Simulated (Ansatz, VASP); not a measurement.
## One calculation of Sb, two programs

```
CELL_PARAMETERS angstrom
0.00000 2.17594 2.17594
2.17594 0.00000 2.17594
2.17594 2.17594 0.00000
ATOMIC_POSITIONS crystal
Sb 0.00000 0.00000 0.00000
```

Change from the starting cell: volume scaled by 0.8, crystal datasets.

Alike in both runs: task single point; functional LDA; k mesh 15 × 15 × 15; occupations fermi-dirac, width 0.1 eV; no spin polarisation.

|  | VASP | Ansatz |
| --- | --- | --- |
| version | VASP 6.6.1 | Ansatz 0.2.0 |
| potentials or method | VASP PAW LDA potentials, release 64 (Sb), cutoff 500 eV | all-electron PAW with datasets made for the crystal, scalar-relativistic |

Ansatz gave:

```
pressure (GPa) : 25.9
```

Task: Estimate VASP's values.

Result: Pressure (GPa): 26.7.

LDA's correlation is that of Perdew and Zunger in VASP and of Perdew and Wang (1992) in Ansatz. Ansatz ran all-electron here, and VASP with PAW potentials.

Spin-orbit coupling is off throughout.
